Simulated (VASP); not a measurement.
# HfN: relaxation of cell and atoms with r2SCAN

HfN:

```
Hf N
1.0
     2.82503    0.00000    0.00000
     0.00000    2.82503    0.00000
     0.00000    0.00000    2.82503
Hf N
1 1
Direct
  0.50000 0.50000 0.50000
  0.00000 0.00000 0.00000
```

* Program: VASP 6.6.1
* Task: relaxation of cell and atoms
* Functional: r2SCAN
* Potentials or basis: VASP PAW PBE potentials, release 64 (Hf_pv, N)
* Cutoff: 600 eV
* k mesh: 9 × 9 × 9
* Occupations: fermi-dirac, width 0.05 eV
* Spin: no spin polarisation
* Target pressure: 2 GPa
* Dipole correction: no
* Further INCAR settings: ALGO = Normal; EDIFF = 1e-06; IBRION = 2; EDIFFG = -0.01; NSW = 60; ISIF = 3

| Item | Value |
| --- | --- |
| Relaxed volume | 10.83 Å³/atom |
| Relaxed cell | a = 2.788 Å, b = 2.788 Å, c = 2.788 Å, α = 90.00°, β = 90.00°, γ = 90.00° |
| Space group after relaxing (to 0.05 Å) | Pm-3m (No. 221) |
| Energy change on relaxing (the enthalpy is what falls) | -8.5 meV/atom |
| Ionic steps | 4 |
| Pressure after relaxing | 2.0 GPa |

The path:
| step | energy change (eV) | largest force (eV/Å) | pressure (GPa) | volume (Å³) |
| --- | --- | --- | --- | --- |
| 1 | 0.0000 | 0.0000 | -7.87 | 22.55 |
| 2 | 0.0736 | 0.0000 | 21.07 | 20.35 |
| 3 | -0.0172 | 0.0000 | 1.73 | 21.68 |
| 4 | -0.0170 | 0.0000 | 1.98 | 21.66 |

Final structure:
```yaml
crystal:
  lattice:
    - [2.78767, 0.00000, 0.00000]
    - [0.00000, 2.78767, 0.00000]
    - [0.00000, 0.00000, 2.78767]
  atoms:
    - { symbol: Hf, position: [0.50000, 0.50000, 0.50000] }
    - { symbol: N, position: [0.00000, 0.00000, 0.00000] }
```

Levels at points of the mesh, in eV from the Fermi level:
```tsv
k point	band 4	band 5	band 6	band 7	band 8	band 9	band 10	band 11
(0.00, 0.00, 0.00)	-17.40	-2.63	-2.63	-1.30	-1.30	-1.30	4.34	6.78
```

It took 59 s on 1 thread of Intel(R) Xeon(R) 6975P-C (Granite Rapids), on a shared host, peak memory 0.16 GiB.

Caveat: the cell is relaxed towards a set pressure, so the enthalpy falls and the energy may rise; the PAW data sets were made with another functional, which shifts forces and pressure a little; spin-orbit coupling is left out, which moves the levels of the heavy elements.
